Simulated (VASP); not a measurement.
Input of a VASP 6.6.1 run:

INCAR

```
  PREC = Accurate
  ENCUT = 520
  EDIFF = 1E-7
  ISMEAR = 0
  SIGMA = 0.15
  LREAL = F
  LASPH = T
  NELM = 100
  ALGO = Normal
  ISIF = 2
  LWAVE = F
  LCHARG = T
  LELF = T
  LVHAR = T
  NBANDS = 11
```

Contents of KPOINTS:

```
regular mesh
0
Gamma
  20 20 20
```

The input POSCAR:

```
Si
1.0
   -2.1816625201      2.1816625201      1.4356066211
    2.1816625201     -2.1816625201      1.4356066211
    2.1816625201      2.1816625201     -1.4356066211
Si
2
Direct
    0.2500000000      0.7500000000      0.5000000000
    0.5000000000      0.5000000000      0.0000000000
```

Potentials or basis: VASP PAW LDA potentials, release 64 (Si).

Run with:

```sh
$ cat potpaw_LDA.64/Si/POTCAR > POTCAR
$ mpirun -np 1 vasp_std > vasp.out
```

(1) Predict the pressure.

(2) Predict the band gap on the k mesh.

Answers

(1) 19.8 GPa.

(2) zero (bands 4 and 5 overlap by 8.50 eV).

Caveat: the cell differs from its parent crystal (strain -0.080 along x and y, +0.080 along z); the cell stands under pressure.
